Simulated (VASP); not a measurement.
Crystal: SrTe.

```
Sr Te
1.0
     0.00000    3.23500    3.23500
     3.23500    0.00000    3.23500
     3.23500    3.23500    0.00000
Sr Te
1 1
Direct
  0.50000 0.50000 0.50000
  0.00000 0.00000 0.00000
```

Program: VASP 6.6.1. Alike in all runs: task single point; potentials or basis VASP PAW PBE potentials, release 64 (Sr_sv, Te); no spin polarisation; cell as given; k mesh 6 × 6 × 6; smearing gaussian 0.05 eV.

Problem. Order these runs on this cell by their band gap on the k mesh, lowest first.
A. level PBE; cutoff (eV) 500
B. level BLYP; cutoff (eV) 500
C. level r2SCAN; cutoff (eV) 550

Solution. A (1.44 eV), B (1.59 eV), C (1.84 eV).

Caveats: spin-orbit coupling is left out, which moves the levels of the heavy elements.

A k mesh can miss the band edges.
